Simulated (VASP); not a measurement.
CaSe:

```
Ca Se
1.0
     0.00000    2.96754    2.96754
     2.96754    0.00000    2.96754
     2.96754    2.96754    0.00000
Ca Se
1 1
Direct
  0.00000 0.00000 0.00000
  0.50000 0.50000 0.50000
```

Program: VASP 6.6.1. Alike in all runs: task single point; potentials or basis VASP PAW PBE potentials, release 64 (Ca_sv, Se); no spin polarisation; cell as given; cutoff (eV) 520. Hardware: 1 thread of Intel(R) Xeon(R) 6975P-C (Granite Rapids) (shared host).

Order these runs on this cell by their wall time, lowest first.
A. level r2SCAN; k mesh 8 × 8 × 8; smearing gaussian 0.01 eV
B. level PBE; k mesh 8 × 8 × 8; smearing fermi-dirac 0.02 eV
C. level PBE; k mesh 4 × 4 × 4; smearing gaussian 0.01 eV

C (4 s), B (8.4 s), A (28 s).

Caveats: some runs use coarse meshes.
